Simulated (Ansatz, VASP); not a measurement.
Zr: VASP beside Ansatz

INCAR

```
PREC = Accurate ; ENCUT = 500
EDIFF = 1E-6 ; ISMEAR = 0
SIGMA = 0.1 ; LREAL = F
LASPH = T ; NELM = 120
ALGO = Normal ; ISIF = 2
LWAVE = F ; LCHARG = F
GGA = PE ; NBANDS = 12
GGA_COMPAT = F
```

KPOINTS

```
regular mesh
0
Gamma
  10 10 10
```

The input POSCAR:

```
Zr
1.0
    0.0000000000      2.2646202716      2.2646202716
    2.2646202716      0.0000000000      2.2646202716
    2.2646202716      2.2646202716      0.0000000000
Zr
1
Direct
    0.8540000000      0.5210000000      0.1180000000
```

Input for Ansatz:

```yaml
crystal:
  lattice:
    - [0.0, 2.2646202716, 2.2646202716]
    - [2.2646202716, 0.0, 2.2646202716]
    - [2.2646202716, 2.2646202716, 0.0]
  atoms:
    - { symbol: Zr, position: [0.854, 0.521, 0.118] }
basis:
  ecutwfc: 420
kpoints:
  mp_grid: { grid: [10, 10, 10] }
hamiltonian:
  xc: pbe
scf:
  occupations: { method: gaussian, width: 0.1 }
output:
  forces: true
  stress: true
  eigenvalues: true
```

Alike in both runs: task single point; functional PBE; k mesh 10 × 10 × 10; occupations gaussian, width 0.1 eV; no spin polarisation.

```csv
,VASP,Ansatz
version,VASP 6.6.1,Ansatz 0.2.0
potentials or method,"VASP PAW PBE potentials, release 64 (Zr_sv), cutoff 500 eV","scalar-relativistic, plane waves, PAW"
valence electrons in the cell,12,12
```

```csv
,VASP,Ansatz,Ansatz less VASP
gap on the k mesh at the Fermi level (eV),none,none,-
pressure (GPa),0.1,0.0,-0.04
```

A gap of «none» marks a metal or a gap that the smearing closes. With one functional, cell and mesh, what is left measures potentials, basis and numerics.
